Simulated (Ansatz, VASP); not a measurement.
## Two plane-wave programs on BiP

The input INCAR:

```
SYSTEM = BiP
PREC = Accurate
ENCUT = 600
EDIFF = 1E-6
ISMEAR = 0
SIGMA = 0.1
LREAL = .FALSE.
LASPH = .TRUE.
NELM = 100
ALGO = Normal
ISIF = 3
LWAVE = .FALSE.
LCHARG = .FALSE.
GGA = PE
IVDW = 12
IBRION = 2
NSW = 100
EDIFFG = -0.01
```

The input KPOINTS:

```
Automatic mesh
0
G
  10 10 12
  0 0 0
```

File POSCAR:

```
BiP
1.0
    5.0259055805      0.0000000000      0.0000000000
    0.0000000000      5.0259055805      0.0000000000
    0.0000000000      0.0000000000      3.8152622984
Bi P
2 2
Direct
    0.0000000000      0.0000000000      0.0000000000
    0.5000000000      0.5000000000      0.0000000000
    0.0000000000      0.5000000000      0.3517272609
    0.5000000000      0.0000000000      0.6482727391
```

Input for Ansatz:

```yaml
crystal:
  lattice:
    - [5.0259055805, 0.0, 0.0]
    - [0.0, 5.0259055805, 0.0]
    - [0.0, 0.0, 3.8152622984]
  atoms:
    - { symbol: Bi, position: [0.0, 0.0, 0.0] }
    - { symbol: Bi, position: [0.5, 0.5, 0.0] }
    - { symbol: P, position: [0.0, 0.5, 0.3517272609] }
    - { symbol: P, position: [0.5, 0.0, 0.6482727391] }
basis:
  ecutwfc: 420
kpoints:
  mp_grid: { grid: [10, 10, 12] }
hamiltonian:
  xc: pbe
  dispersion: d3bj
scf:
  occupations: { method: gaussian, width: 0.1 }
output:
  forces: true
  stress: true
  eigenvalues: true
relax:
  adjacent_minimum: "off"
  f_tol: 0.01
  max_steps: 80
  cell: { stress_tol: 0.05 }
```

Alike in both runs: task relaxation of cell and atoms; functional PBE; dispersion D3(BJ); k mesh 10 × 10 × 12; occupations gaussian, width 0.1 eV; no spin polarisation.

|  | VASP | Ansatz |
| --- | --- | --- |
| version | VASP 6.6.1 | Ansatz 0.2.0 |
| potentials or method | VASP PAW PBE potentials, release 64 (Bi_d, P), cutoff 600 eV | scalar-relativistic, plane waves, PAW |
| valence electrons in the cell | 40 | 40 |

VASP gave:

* gap on the k mesh at the Fermi level, each at its own relaxed structure (eV): none
* relaxed volume (Å³/atom): 23.46
* relaxed cell length with the largest relative difference (Å): 3.673

Problem. Which values does Ansatz return?

Solution. gap on the k mesh at the Fermi level, each at its own relaxed structure (eV): none; relaxed volume (Å³/atom): 23.46; relaxed cell length with the largest relative difference (Å): 3.675.

A gap of «none» marks a metal or a gap that the smearing closes.

Neither program's run includes spin-orbit coupling.
